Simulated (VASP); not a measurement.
# WSe2 (P6_3/mmc) in VASP: further runs

Aim: see how the results for WSe2 move with the level of theory and the settings. Levels: PBE, r2SCAN. Tasks: single point.

All numbers are computed with VASP 6.6.1; they aren't measurements. Logs are shortened: lines on timing, memory, paths and dates and some standing lists are left out, and cuts for length are marked.

## Step 1: The cell of the first run

Symmetry: P6_3/mmc, No. 194, hexagonal system. The conventional cell has a = 3.300 Å, b = 3.300 Å, c = 13.149 Å, α = 90.00°, β = 90.00°, γ = 120.00°. Within 3.3 Å of W (site symmetry -6m2) lie 6 Se at 2.53 Å and 6 W at 3.30 Å. Se (site symmetry 3m) has 3 W at 2.53 Å and 7 Se at 3.30 to 3.33 Å within 3.4 Å.

## Step 2: Single point, PBE

File INCAR:

```
SYSTEM = WSe2
ALGO = Normal
EDIFF = 1E-6
ENCUT = 520
GGA = PE
ISIF = 2
ISMEAR = 0
LASPH = .True.
LCHARG = .False.
LREAL = .False.
LWAVE = .False.
NBANDS = 35
NELM = 100
PREC = Accurate
SIGMA = 0.01
```

File KPOINTS:

```
k-points
0
Gamma
  12 12 2
  0 0 0
```

File POSCAR:

```
WSe2
1.0
    3.2996683524      0.0000000000      0.0000000000
   -1.6498341762      2.8575966172      0.0000000000
    0.0000000000      0.0000000000     13.1485346432
W Se
2 4
Direct
    0.6666666667      0.3333333333      0.7500000000
    0.3333333333      0.6666666667      0.2500000000
    0.3333333333      0.6666666667      0.8766615398
    0.6666666667      0.3333333333      0.3766615398
    0.3333333333      0.6666666667      0.6233384602
    0.6666666667      0.3333333333      0.1233384602
```

Potentials or basis: VASP PAW PBE potentials, release 64 (W_sv, Se).

Run with:

```console
$ cat potpaw_PBE.64/W_sv/POTCAR potpaw_PBE.64/Se/POTCAR > POTCAR
$ mpirun -np 1 vasp_std > vasp.out
```

OUTCAR:

```text
SYSTEM = WSe2
   EDIFF = 1E-6
   ENCUT = 520
   GGA = PE
   ISIF = 2
   ISMEAR = 0
   LASPH = .True.
   LREAL = .False.
   NELM = 100
   PREC = Accurate

 ion  position               nearest neighbor table
   1  0.667  0.333  0.750-   3 2.53   5 2.53   3 2.53   5 2.53   3 2.53   5 2.53
   2  0.333  0.667  0.250-   4 2.53   6 2.53   4 2.53   6 2.53   4 2.53   6 2.53
   3  0.333  0.667  0.877-   1 2.53   1 2.53   1 2.53
   4  0.667  0.333  0.377-   2 2.53   2 2.53   2 2.53
   5  0.333  0.667  0.623-   1 2.53   1 2.53   1 2.53
   6  0.667  0.333  0.123-   2 2.53   2 2.53   2 2.53

  LATTYP: Found a hexagonal cell.
 ALAT       =     3.2996683524
 C/A-ratio  =     3.9848049073

  Lattice vectors:

 A1 = (   3.2996683524,   0.0000000000,   0.0000000000)
 A2 = (  -1.6498341762,   2.8575966172,   0.0000000000)
 A3 = (   0.0000000000,   0.0000000000,  13.1485346432)

Analysis of symmetry for initial positions (statically):
=====================================================================
 Subroutine PRICEL returns:
 Original cell was already a primitive cell.

 Routine SETGRP: Setting up the symmetry group for a
 hexagonal supercell.

 Subroutine GETGRP returns: Found 24 space group operations
 (whereof 12 operations were pure point group operations)
 out of a pool of 24 trial point group operations.

The static configuration has the point symmetry D_3d.
 The point group associated with its full space group is D_6h.

Analysis of symmetry for dynamics (positions and initial velocities):
=====================================================================
 Subroutine PRICEL returns:
 Original cell was already a primitive cell.

 Routine SETGRP: Setting up the symmetry group for a
 hexagonal supercell.

 Subroutine GETGRP returns: Found 24 space group operations
 (whereof 12 operations were pure point group operations)
 out of a pool of 24 trial point group operations.

The dynamic configuration has the point symmetry D_3d.
 The point group associated with its full space group is D_6h.

 Subroutine INISYM returns: Found 24 space group operations
 (whereof 12 operations are pure point group operations),
 and found     1 'primitive' translations

----------------------------------------------------------------------------------------

                                     Primitive cell

  volume of cell :     123.9791

  direct lattice vectors                    reciprocal lattice vectors
     3.299668352  0.000000000  0.000000000     0.303060760  0.174972212  0.000000000
    -1.649834176  2.857596617  0.000000000     0.000000000  0.349944423  0.000000000
     0.000000000  0.000000000 13.148534643     0.000000000  0.000000000  0.076054102

  length of vectors
     3.299668352  3.299668352 13.148534643     0.349944423  0.349944423  0.076054102

  position of ions in fractional coordinates (direct lattice)
     0.666666667  0.333333333  0.750000000
     0.333333333  0.666666667  0.250000000
     0.333333333  0.666666667  0.876661540
     0.666666667  0.333333333  0.376661540
     0.333333333  0.666666667  0.623338460
     0.666666667  0.333333333  0.123338460

  ion indices of the primitive-cell ions
   primitive index   ion index
                 1           1
                 2           2
                 3           3
                 4           4
                 5           5
                 6           6

----------------------------------------------------------------------------------------

 KPOINTS: k-points

Automatic generation of k-mesh.
 Grid dimensions read from file:
 generate k-points for:   12   12    2

 Generating k-lattice:

  Cartesian coordinates                     Fractional coordinates (reciprocal lattice)
     0.025255063  0.014581018  0.000000000     0.083333333 -0.000000000  0.000000000
     0.000000000  0.029162035  0.000000000     0.000000000  0.083333333  0.000000000
     0.000000000  0.000000000  0.038027051     0.000000000  0.000000000  0.500000000

  Length of vectors
     0.029162035  0.029162035  0.038027051

  Shift w.r.t. Gamma in fractional coordinates (k-lattice)
     0.000000000  0.000000000  0.000000000

 Subroutine IBZKPT returns following result:
 ===========================================

 Found     38 irreducible k-points:

 Following reciprocal coordinates:
            Coordinates               Weight
  0.000000  0.000000  0.000000      1.000000
  0.083333  0.000000  0.000000      6.000000
  0.166667 -0.000000  0.000000      6.000000
  0.250000  0.000000  0.000000      6.000000
  0.333333 -0.000000  0.000000      6.000000
  0.416667  0.000000  0.000000      6.000000
[... 16 lines left out ...]
  0.250000  0.000000  0.500000      6.000000
  0.333333 -0.000000  0.500000      6.000000
 [... further k-points ...]
   k-points           NKPTS =     38   k-points in BZ     NKDIM =     38   number of bands    NBANDS=     35
   number of dos      NEDOS =    301   number of ions     NIONS =      6
   total plane-waves  NPLWV =  76832
   dimension x,y,z NGX =    28 NGY =   28 NGZ =   98
   dimension x,y,z NGXF=    56 NGYF=   56 NGZF=  196
   ions per type =               2   4
   NGX,Y,Z   is equivalent  to a cutoff of  14.11, 14.11, 12.39 a.u.
   NGXF,Y,Z  is equivalent  to a cutoff of  28.21, 28.21, 24.78 a.u.
 SYSTEM =  WSe2
   PREC   = accura    normal or accurate (medium, high low for compatibility)
   ISTART =      0    job   : 0-new  1-cont  2-samecut
   ICHARG =      2    charge: 1-file 2-atom 10-const
   ISPIN  =      1    spin polarized calculation?
   LNONCOLLINEAR =      F non collinear calculations
   LSORBIT =      F    spin-orbit coupling
   LASPH  =      T    aspherical Exc in radial PAW
   ENCUT  =  520.0 eV  38.22 Ry    6.18 a.u.   6.14  6.14 24.45*2*pi/ulx,y,z
   NELM   =    100;   NELMIN=  2; NELMDL= -5     # of ELM steps
   EDIFF  = 0.1E-05   stopping-criterion for ELM
   LREAL  =      F    real-space projection
   EDIFFG = 0.1E-04   stopping-criterion for IOM
   NSW    =      0    number of steps for IOM
   IBRION =     -1    ionic relax: 0-MD 1-quasi-New 2-CG
   NFREE  =      0    steps in history (QN), initial steepest desc. (CG)
   ISIF   =      2    stress and relaxation
   ISYM   =      2    0-nonsym 1-usesym 2-fastsym
   POTIM  = 0.5000    time-step for ionic-motion
   TEBEG  =    0.0;   TEEND  =   0.0 temperature during run
   PSTRESS=    0.0 pullay stress
   NELECT =      52.0000    total number of electrons
   NUPDOWN=      -1.0000    fix difference up-down
   EMIN   =  10.00;   EMAX   =-10.00  energy-range for DOS
   EFERMI =   0.00;   METHOD = LEGACY
   ISMEAR =     0;   SIGMA  =   0.01  broadening in eV -4-tet -1-fermi 0-gaus
   EFERMI_NEDOS =   21; number of points for ismear=-14 and -15
   IALGO  =     38    algorithm
   IMIX   =      4    mixing-type and parameters
     AMIX     =   0.40;   BMIX     =  1.00
     AMIX_MAG =   1.60;   BMIX_MAG =  1.00
  volume/ion in A,a.u.               =      20.66       139.44
  Fermi-wavevector in a.u.,A,eV,Ry     =   1.225443  2.315751 20.432010  1.501710
  Thomas-Fermi vector in A             =   2.360481
   LORBIT       =      0    0 simple, 1 ext, 2 COOP (PROOUT), +10 PAW based schemes
   GGA     = PE    functional components
   LHFCALC =     F    Hartree Fock is set to
   AEXX    =    0.0000 exact exchange contribution
   IVDW    =     0    specifies the selected vdW correction
   LEPSILON=     F    determine dielectric tensor
   LRPA    =     F    only Hartree local field effects (RPA)
 non-spin polarized calculation
 Gauss-broadening in eV      SIGMA  =   0.01
  energy-cutoff  :      520.00
  volume of cell :      123.98
 maximum number of plane-waves:      3378
 NGX is ok and might be reduce to    28
   NGX = 13   NGY = 13   NGZ = 49

 number of electron      51.9999996 magnetization

 Free energy of the ion-electron system (eV)
  ---------------------------------------------------
  ext. energy  EPLUGINS =         0.00000000
  ---------------------------------------------------
  free energy    TOTEN  =       -43.16131922 eV

  energy without entropy =      -43.16131922  energy(sigma->0) =      -43.16131922

 E-fermi :   6.0845     XC(G=0): -10.6225

 val. band max:        6.0386362945   @ k =   0.0000   0.0000   0.0000
 cond. band min:       7.0771618851   @ k =   0.1667   0.1667   0.0000
 fundamental gap:      1.0385255907
 Fermi energy:         6.0844508379

 k-point     1 :       0.0000    0.0000    0.0000
  band No.  band energies     occupation
      1     -68.2851      2.00000
      2     -68.2851      2.00000
      3     -32.5259      2.00000
      4     -32.5259      2.00000
      5     -32.4113      2.00000
      6     -32.4113      2.00000
[... 27 lines left out ...]
     34       8.9777      0.00000
     35      10.4672      0.00000

 k-point     2 :       0.0833    0.0000    0.0000
  band No.  band energies     occupation
      1     -68.2845      2.00000
      2     -68.2845      2.00000
      3     -32.5229      2.00000
      4     -32.5229      2.00000
      5     -32.4267      2.00000
      6     -32.4267      2.00000
[... 27 lines left out ...]
     34       8.9228      0.00000
     35      11.0869      0.00000

 k-point     3 :       0.1667   -0.0000    0.0000
  band No.  band energies     occupation
      1     -68.2827      2.00000
      2     -68.2826      2.00000
      3     -32.5149      2.00000
      4     -32.5149      2.00000
      5     -32.4684      2.00000
      6     -32.4684      2.00000
[... 27 lines left out ...]
     34       9.3768      0.00000
     35      12.0213      0.00000
[... 723 lines left out ...]
 k-point    23 :       0.2500    0.0000    0.5000
  band No.  band energies     occupation
      1     -68.2802      2.00000
      2     -68.2802      2.00000
      3     -32.5250      2.00000
      4     -32.5250      2.00000
      5     -32.5039      2.00000
      6     -32.5039      2.00000
[... 27 lines left out ...]
     34       9.7158      0.00000
     35      12.4167      0.00000

 k-point    24 :       0.3333   -0.0000    0.5000
  band No.  band energies     occupation
      1     -68.2777      2.00000
      2     -68.2777      2.00000
      3     -32.5809      2.00000
      4     -32.5809      2.00000
      5     -32.4929      2.00000
      6     -32.4929      2.00000
[... 27 lines left out ...]
     34       9.9972      0.00000
     35      11.6654      0.00000

 [... further k-points ...]

------------------------ aborting loop because EDIFF is reached ----------------------------------------

  FORCE on cell =-STRESS in cart. coord.  units (eV):
  Direction    XX          YY          ZZ          XY          YZ          ZX
  --------------------------------------------------------------------------------------
  -------------------------------------------------------------------------------------
  Total        2.3948670      2.3948670      3.7395553     -0.0000000     -0.0000000      0.0000000
  in kB       30.9487714     30.9487714     48.3261250     -0.0000000     -0.0000000      0.0000000
  external PRESSURE =      36.7412226 kB  Pullay stress =       0.0000000 kB

 VOLUME and BASIS-vectors are now :
 -----------------------------------------------------------------------------
  energy-cutoff  :      520.00
  volume of cell :      123.98
      direct lattice vectors                 reciprocal lattice vectors
     3.299668352  0.000000000  0.000000000     0.303060760  0.174972212  0.000000000
    -1.649834176  2.857596617  0.000000000     0.000000000  0.349944423  0.000000000
     0.000000000  0.000000000 13.148534643     0.000000000  0.000000000  0.076054102

 POSITION                                       TOTAL-FORCE (eV/Angst)
 -----------------------------------------------------------------------------------
      1.64983      0.95253      9.86140         0.000000     -0.000000      0.000000
     -0.00000      1.90506      3.28713        -0.000000     -0.000000      0.000000
     -0.00000      1.90506     11.52681         0.000000      0.000000      0.325074
      1.64983      0.95253      4.95255        -0.000000      0.000000      0.325074
     -0.00000      1.90506      8.19599         0.000000      0.000000     -0.325074
      1.64983      0.95253      1.62172        -0.000000     -0.000000     -0.325074
 -----------------------------------------------------------------------------------
    total drift:                               -0.000000      0.000000     -0.000000

  FREE ENERGIE OF THE ION-ELECTRON SYSTEM (eV)
  ---------------------------------------------------
  free  energy   TOTEN  =       -43.1613192164 eV

  energy  without entropy=      -43.1613192164  energy(sigma->0) =      -43.16131922
```

It took 3 min on 1 thread of Intel Xeon Platinum 8259CL at 2.50GHz (Skylake/Cascade Lake), shared host; peak memory 0.32 GiB.

Results:

```
Free energy            : -43.1613 eV
Pressure               : 3.7 GPa
Largest force          : 0.325 eV/Å
Band gap on the k mesh : 1.04 eV (least direct gap 1.49 eV)
```

Forces on the atoms (eV/Å):
```
W    0.000  0.000  0.000
W    0.000  0.000  0.000
Se   0.000  0.000  0.325
Se   0.000  0.000  0.325
Se   0.000  0.000 -0.325
Se   0.000  0.000 -0.325
```

Levels at points of the mesh, in eV from the valence-band top:
```csv
k point,band 23,band 24,band 25,band 26,band 27,band 28,band 29,band 30
"(0.00, 0.00, 0.00)",-1.53,-1.15,-1.03,0.00,2.64,2.64,2.68,2.68
"(0.50, 0.00, 0.00)",-1.39,-1.36,-1.26,-1.16,2.10,2.13,2.34,2.61
"(0.00, 0.00, 0.50)",-1.56,-1.56,-0.22,-0.22,2.65,2.65,2.65,2.65
"(0.50, 0.00, 0.50)",-1.31,-1.31,-1.26,-1.26,2.11,2.11,2.50,2.50
```

Caveat: the cell stands under pressure; spin-orbit coupling is left out, which moves the levels of the heavy elements; this functional lacks dispersion, which binds layers or chains, so the pressure and a relaxed spacing across them are unreliable. A k mesh can miss the band edges.

(Continued in part 2 of 2.)
